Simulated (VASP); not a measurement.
# BePbBr6 (P-1) in VASP: relaxation of cell and atoms with r2SCAN+rVV10

Aim: the relaxation of cell and atoms of BePbBr6 with r2SCAN+rVV10.

Everything below comes from runs of VASP 6.6.1. Logs are shortened: lines on timing, memory, paths and dates and some standing lists are left out, and cuts for length are marked.

**1. The cell of the first run**

The typed cell holds 8 atoms: a = 6.486 Å, b = 6.482 Å, c = 6.926 Å, α = 62.10°, β = 89.99°, γ = 60.01°.

**2. Relaxation of cell and atoms, r2SCAN+rVV10**

POSCAR

```
BePbBr6
1.0
    6.4859696729      0.0560338756     -0.0481707760
    3.1924459075      5.6406802594      0.1040841263
    0.0140418880      3.6080406202      5.9122679416
Be Pb Br
1 1 6
Direct
    0.5000000000      0.0000000000      0.5000000000
    0.0000000000      0.0000000000      0.0000000000
    0.1072797949      0.1646596023      0.2732724367
    0.8927202051      0.8353403977      0.7267275633
    0.2718516409      0.1661812327      0.7266753037
    0.7281483591      0.8338187673      0.2733246963
    0.4379638431      0.4547875623      0.2732384759
    0.5620361569      0.5452124377      0.7267615241
```

INCAR.step1

```
SYSTEM = BePbBr6
PREC = Accurate
ENCUT = 660
ISMEAR = -1
SIGMA = 0.03
LREAL = .FALSE.
LASPH = .TRUE.
NELM = 120
GGA = PE
ALGO = Normal
EDIFF = 1E-5
LWAVE = .TRUE.
LCHARG = .FALSE.
GGA_COMPAT = .FALSE.
IBRION = 2
ISIF = 3
EDIFFG = -0.005
NELMIN = 4
NSW = 100
KPAR = 4
```

INCAR.step2

```
SYSTEM = BePbBr6
PREC = Accurate
ENCUT = 660
EDIFF = 1E-7
ISMEAR = -1
SIGMA = 0.03
LREAL = .FALSE.
LASPH = .TRUE.
NELM = 120
ALGO = Normal
ISIF = 3
LWAVE = .FALSE.
LCHARG = .FALSE.
METAGGA = R2SCAN
LMIXTAU = .TRUE.
LUSE_VDW = .TRUE.
IVDW_NL = 2
BPARAM = 11.95
CPARAM = 0.0093
IBRION = 2
NSW = 100
EDIFFG = -0.01
ISTART = 1
GGA_COMPAT = .FALSE.
NELMIN = 4
KPAR = 4
```

KPOINTS

```
regular mesh
0
G
  4 6 4
  0 0 0
```

Potentials or basis: VASP PAW PBE potentials, release 64 (Be, Pb_d, Br).

Launch:

```
> cat potpaw_PBE.64/Be/POTCAR potpaw_PBE.64/Pb_d/POTCAR potpaw_PBE.64/Br/POTCAR > POTCAR
> cp INCAR.step1 INCAR
> mpirun -np 4 vasp_std > vasp.out
> cp INCAR.step2 INCAR
> mpirun -np 4 vasp_std > vasp.out
```

OUTCAR:

```text
SYSTEM = BePbBr6
   PREC = Accurate
   ENCUT = 660
   EDIFF = 1E-7
   ISMEAR = -1
   LREAL = .FALSE.
   LASPH = .TRUE.
   NELM = 120
   ISIF = 3
   METAGGA = R2SCAN
   IVDW_NL = 2
   BPARAM = 11.95
   IBRION = 2
   NSW = 100
   EDIFFG = -0.01
   ISTART = 1
   NELMIN = 4

 ion  position               nearest neighbor table
   1  0.500  0.000  0.500-   7 2.41   8 2.41   5 2.41   6 2.41   3 2.41   4 2.41
   2  0.000  0.000  0.000-   3 2.80   4 2.80   5 2.80   6 2.80   8 2.80   7 2.80
   3  0.107  0.165  0.273-   1 2.41   2 2.80
   4  0.893  0.835  0.727-   1 2.41   2 2.80
   5  0.272  0.166  0.727-   1 2.41   2 2.80
   6  0.728  0.834  0.273-   1 2.41   2 2.80
   7  0.438  0.455  0.273-   1 2.41   2 2.80
   8  0.562  0.545  0.727-   1 2.41   2 2.80

  LATTYP: Found a triclinic cell.
 ALAT       =     6.4822695228
 B/A-ratio  =     1.0006357437
 C/A-ratio  =     1.0684929369
 COS(alpha) =     0.0001880680
 COS(beta)  =     0.4679954871
 COS(gamma) =     0.4998548442

  Lattice vectors:

 A1 = (  -3.1924459075,  -5.6406802594,  -0.1040841263)
 A2 = (  -6.4859696729,  -0.0560338756,   0.0481707760)
 A3 = (  -0.0140418880,  -3.6080406202,  -5.9122679416)

Analysis of symmetry for initial positions (statically):
=====================================================================
 Subroutine PRICEL returns:
 Original cell was already a primitive cell.

 Routine SETGRP: Setting up the symmetry group for a
 triclinic supercell.

 Subroutine GETGRP returns: Found  2 space group operations
 (whereof  2 operations were pure point group operations)
 out of a pool of  2 trial point group operations.

The static configuration has the point symmetry S_2 .

Analysis of symmetry for dynamics (positions and initial velocities):
=====================================================================
 Subroutine PRICEL returns:
 Original cell was already a primitive cell.

 Routine SETGRP: Setting up the symmetry group for a
 triclinic supercell.

 Subroutine GETGRP returns: Found  2 space group operations
 (whereof  2 operations were pure point group operations)
 out of a pool of  2 trial point group operations.

The dynamic configuration has the point symmetry S_2 .

 Subroutine INISYM returns: Found  2 space group operations
 (whereof  2 operations are pure point group operations),
 and found     1 'primitive' translations

----------------------------------------------------------------------------------------

                                     Primitive cell

  volume of cell :     212.2577

  direct lattice vectors                    reciprocal lattice vectors
     6.485969673  0.056033876 -0.048170776     0.155347381 -0.088916146  0.053893311
     3.192445907  5.640680259  0.104084126    -0.002379605  0.180664692 -0.110247394
     0.014041888  3.608040620  5.912267942     0.001307600 -0.003905014  0.171519812

  length of vectors
     6.486390585  6.482269523  6.926259200     0.186931481  0.211659825  0.171569242

  position of ions in fractional coordinates (direct lattice)
     0.500000000  0.000000000  0.500000000
     0.000000000  0.000000000  0.000000000
     0.107279795  0.164659602  0.273272437
     0.892720205  0.835340398  0.726727563
     0.271851641  0.166181233  0.726675304
     0.728148359  0.833818767  0.273324696
     0.437963843  0.454787562  0.273238476
     0.562036157  0.545212438  0.726761524

  ion indices of the primitive-cell ions
   primitive index   ion index
                 1           1
                 2           2
                 3           3
                 4           4
                 5           5
                 6           6
                 7           7
                 8           8

----------------------------------------------------------------------------------------

 KPOINTS: regular mesh

Automatic generation of k-mesh.
 Grid dimensions read from file:
 generate k-points for:    4    6    4

 Generating k-lattice:

  Cartesian coordinates                     Fractional coordinates (reciprocal lattice)
     0.038836845 -0.022229036  0.013473328     0.250000000  0.000000000  0.000000000
    -0.000396601  0.030110782 -0.018374566     0.000000000  0.166666667 -0.000000000
     0.000326900 -0.000976253  0.042879953     0.000000000 -0.000000000  0.250000000

  Length of vectors
     0.046732870  0.035276637  0.042892311

  Shift w.r.t. Gamma in fractional coordinates (k-lattice)
     0.000000000  0.000000000  0.000000000

 Subroutine IBZKPT returns following result:
 ===========================================

 Found     52 irreducible k-points:

 Following reciprocal coordinates:
            Coordinates               Weight
  0.000000  0.000000  0.000000      1.000000
  0.250000  0.000000 -0.000000      2.000000
  0.500000  0.000000 -0.000000      1.000000
  0.000000  0.166667 -0.000000      2.000000
  0.250000  0.166667 -0.000000      2.000000
  0.500000  0.166667  0.000000      2.000000
[... 16 lines left out ...]
  0.000000  0.333333  0.250000      2.000000
  0.250000  0.333333  0.250000      2.000000
 [... further k-points ...]
   k-points           NKPTS =     52   k-points in BZ     NKDIM =     52   number of bands    NBANDS=     34
   number of dos      NEDOS =    301   number of ions     NIONS =      8
   total plane-waves  NPLWV = 174960
   dimension x,y,z NGX =    54 NGY =   54 NGZ =   60
   dimension x,y,z NGXF=   108 NGYF=  108 NGZF=  120
   ions per type =               1   1   6
   NGX,Y,Z   is equivalent  to a cutoff of  13.84, 13.85, 14.40 a.u.
   NGXF,Y,Z  is equivalent  to a cutoff of  27.68, 27.70, 28.80 a.u.
 SYSTEM =  BePbBr6
   PREC   = accura    normal or accurate (medium, high low for compatibility)
   ISTART =      1    job   : 0-new  1-cont  2-samecut
   ICHARG =      0    charge: 1-file 2-atom 10-const
   ISPIN  =      1    spin polarized calculation?
   LNONCOLLINEAR =      F non collinear calculations
   LSORBIT =      F    spin-orbit coupling
   LASPH  =      T    aspherical Exc in radial PAW
   ENCUT  =  660.0 eV  48.51 Ry    6.96 a.u.  13.59 13.58 14.51*2*pi/ulx,y,z
   NELM   =    120;   NELMIN=  4; NELMDL=  0     # of ELM steps
   EDIFF  = 0.1E-06   stopping-criterion for ELM
   LREAL  =      F    real-space projection
   EDIFFG = -.1E-01   stopping-criterion for IOM
   NSW    =    100    number of steps for IOM
   IBRION =      2    ionic relax: 0-MD 1-quasi-New 2-CG
   NFREE  =      1    steps in history (QN), initial steepest desc. (CG)
   ISIF   =      3    stress and relaxation
   ISYM   =      2    0-nonsym 1-usesym 2-fastsym
   POTIM  = 0.5000    time-step for ionic-motion
   TEBEG  =    0.0;   TEEND  =   0.0 temperature during run
   PSTRESS=    0.0 pullay stress
   NELECT =      58.0000    total number of electrons
   NUPDOWN=      -1.0000    fix difference up-down
   EMIN   =  10.00;   EMAX   =-10.00  energy-range for DOS
   EFERMI =   0.00;   METHOD = LEGACY
   ISMEAR =    -1;   SIGMA  =   0.03  broadening in eV -4-tet -1-fermi 0-gaus
   EFERMI_NEDOS =   21; number of points for ismear=-14 and -15
   IALGO  =     38    algorithm
   IMIX   =      4    mixing-type and parameters
     AMIX     =   0.40;   BMIX     =  1.00
     AMIX_MAG =   1.60;   BMIX_MAG =  1.00
  volume/ion in A,a.u.               =      26.53       179.05
  Fermi-wavevector in a.u.,A,eV,Ry     =   1.062339  2.007529 15.355041  1.128564
  Thomas-Fermi vector in A             =   2.197786
   LORBIT       =      0    0 simple, 1 ext, 2 COOP (PROOUT), +10 PAW based schemes
   METAGGA = R2SCAN    functional components
   LHFCALC =     F    Hartree Fock is set to
   AEXX    =    0.0000 exact exchange contribution
   IVDW_NL    =     2    kernel type
   BPARAM     =11.9500
   IVDW    =     0    specifies the selected vdW correction
   LEPSILON=     F    determine dielectric tensor
   LRPA    =     F    only Hartree local field effects (RPA)
 conjugate gradient relaxation of ions
 non-spin polarized calculation
  energy-cutoff  :      660.00
  volume of cell :      212.26
 maximum number of plane-waves:      8207
   NGX = 27   NGY = 27   NGZ = 29

--------------------------------------- Ionic step        1  -------------------------------------------

 number of electron      57.9999999 magnetization

 Free energy of the ion-electron system (eV)
  ---------------------------------------------------
  ext. energy  EPLUGINS =         0.00000000
  ---------------------------------------------------
  free energy    TOTEN  =      -143.14901091 eV

  energy without entropy =     -143.14874673  energy(sigma->0) =     -143.14887882

------------------------ aborting loop because EDIFF is reached ----------------------------------------

  FORCE on cell =-STRESS in cart. coord.  units (eV):
  Direction    XX          YY          ZZ          XY          YZ          ZX
  --------------------------------------------------------------------------------------
  -------------------------------------------------------------------------------------
  Total        0.5041884      0.5138836      0.9656407      0.0024612     -0.0138808     -0.0066485
  in kB        3.8057483      3.8789304      7.2889126      0.0185775     -0.1047762     -0.0501847
  external PRESSURE =       4.9911971 kB  Pullay stress =       0.0000000 kB
[... 153 lines left out ...]
  energy  without entropy=     -143.1655336101  energy(sigma->0) =     -143.16560840

--------------------------------------- Ionic step        5  -------------------------------------------

 number of electron      58.0000000 magnetization

 Free energy of the ion-electron system (eV)
  ---------------------------------------------------
  ext. energy  EPLUGINS =         0.00000000
  ---------------------------------------------------
  free energy    TOTEN  =      -143.16705740 eV

  energy without entropy =     -143.16696712  energy(sigma->0) =     -143.16701226

 E-fermi :   1.3835     XC(G=0):  -9.3872

 val. band max:        1.2193439776   @ k =   0.0000   0.0000   0.0000
 cond. band min:       1.5655752643   @ k =   0.0000   0.0000   0.5000
 fundamental gap:      0.3462312866
 Fermi energy:         1.3835261485

 k-point     1 :       0.0000    0.0000    0.0000
  band No.  band energies     occupation
      1     -15.9565      2.00000
      2     -15.9557      2.00000
      3     -15.7302      2.00000
      4     -15.7301      2.00000
      5     -15.7198      2.00000
      6     -14.0961      2.00000
[... 877 lines left out ...]
     33       6.6200      0.00000
     34       7.7813      0.00000

 [... further k-points ...]

------------------------ aborting loop because EDIFF is reached ----------------------------------------

  FORCE on cell =-STRESS in cart. coord.  units (eV):
  Direction    XX          YY          ZZ          XY          YZ          ZX
  --------------------------------------------------------------------------------------
  -------------------------------------------------------------------------------------
  Total       -0.0202993     -0.0135933      0.0483678      0.0050489      0.0002958     -0.0000733
  in kB       -0.1520379     -0.1018119      0.3622665      0.0378157      0.0022155     -0.0005491
  external PRESSURE =       0.0361389 kB  Pullay stress =       0.0000000 kB
[... 23 lines left out ...]
  FREE ENERGIE OF THE ION-ELECTRON SYSTEM (eV)
  ---------------------------------------------------
  free  energy   TOTEN  =      -143.1670574045 eV

  energy  without entropy=     -143.1669671247  energy(sigma->0) =     -143.16701226

 reached required accuracy - stopping structural energy minimisation
```

Wall time 2.1 h (4 MPI ranks of Intel Xeon Platinum 8375C at 2.90GHz (Ice Lake), shared host); peak memory 1.5 GiB.

What came out:

| Property | Result |
| --- | --- |
| Free energy | -143.1671 eV |
| Relaxed volume | 26.74 Å³/atom |
| Relaxed cell | a = 6.483 Å, b = 6.481 Å, c = 6.967 Å, α = 62.30°, β = 90.00°, γ = 60.01° |
| Space group after relaxing (to 0.1 Å) | R-3 (No. 148) |
| Energy gained by relaxing | 2.3 meV/atom |
| Ionic steps | 5 |
| Pressure after relaxing | 0.0 GPa |
| Largest force after relaxing | 0.005 eV/Å |
| Band gap on the k mesh | 0.35 eV (least direct gap 0.36 eV) |

Forces on the atoms (eV/Å):
```
Be   0.000  0.000  0.000
Pb   0.000  0.000  0.000
Br  -0.002  0.004 -0.001
Br   0.002 -0.004  0.001
Br   0.003  0.002  0.002
Br  -0.003 -0.002 -0.002
Br   0.003  0.000 -0.002
Br  -0.003  0.000  0.002
```

The path:
```csv
step,energy change (eV),largest force (eV/Å),pressure (GPa),volume (Å³)
1,0.0000,0.1908,0.50,212.26
2,-0.0118,0.1054,-0.10,214.81
3,-0.0126,0.0822,-0.29,215.66
4,-0.0167,0.0412,-0.15,214.76
5,-0.0180,0.0047,0.00,213.91
```

Final structure:
```
Be Pb Br
1.0
     6.48292    0.05649   -0.04933
     3.19133    5.63944    0.10315
     0.01362    3.60559    5.96179
Be Pb Br
1 1 6
Direct
  0.50000 0.00000 0.50000
  0.00000 0.00000 0.00000
  0.10425 0.16589 0.27007
  0.89575 0.83411 0.72993
  0.27013 0.16594 0.72991
  0.72987 0.83406 0.27009
  0.43596 0.45981 0.27003
  0.56404 0.54019 0.72997
```

Caveat: the PAW data sets were made with another functional, which shifts forces and pressure a little; spin-orbit coupling is left out, which moves the levels of the heavy elements.
